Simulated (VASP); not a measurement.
Here is a VASP 6.6.1 calculation.

File INCAR:

```
SYSTEM = ZrB5
PREC = Accurate
ENCUT = 520
EDIFF = 1E-6
ISMEAR = 0
SIGMA = 0.1
LREAL = .FALSE.
LASPH = .TRUE.
NELM = 100
ALGO = Normal
ISIF = 2
LWAVE = .FALSE.
LCHARG = .FALSE.
GGA = PE
NBANDS = 22
```

KPOINTS

```
regular mesh
0
G
  6 6 6
  0 0 0
```

Contents of POSCAR:

```
ZrB5
1.0
   -1.5087447957      3.7210273483      2.3071306487
    1.5087447957     -3.7210273483      2.3071306487
    1.5087447957      3.7210273483     -2.3071306487
Zr B
1 5
Direct
    0.7786771239      0.2786771239      0.5000000000
    0.2532332737      0.2532332737      0.0000000000
    0.6558174221      0.4638669665      0.1919504557
    0.2719165108      0.4638669665      0.8080495443
    0.4553067305      0.7701758197      0.6851309108
    0.0850449090      0.7701758197      0.3148690892
```

Potentials or basis: VASP PAW PBE potentials, release 64 (Zr_sv, B).

Run with:

```bash
$ cat potpaw_PBE.64/Zr_sv/POTCAR potpaw_PBE.64/B/POTCAR > POTCAR
$ mpirun -np 1 vasp_std > vasp.out
```

Question: Predict the pressure.

Answer: 0.1 GPa.

Question: Predict the largest force.

Answer: 0.006 eV/Å.

Forces on the atoms (eV/Å):
```
Zr   0.000  0.000  0.002
B    0.000  0.000 -0.002
B    0.000  0.003  0.005
B    0.000 -0.003  0.005
B    0.000 -0.002 -0.005
B    0.000  0.002 -0.005
```

Caveat: the k points lie up to 0.41 Å⁻¹ apart.
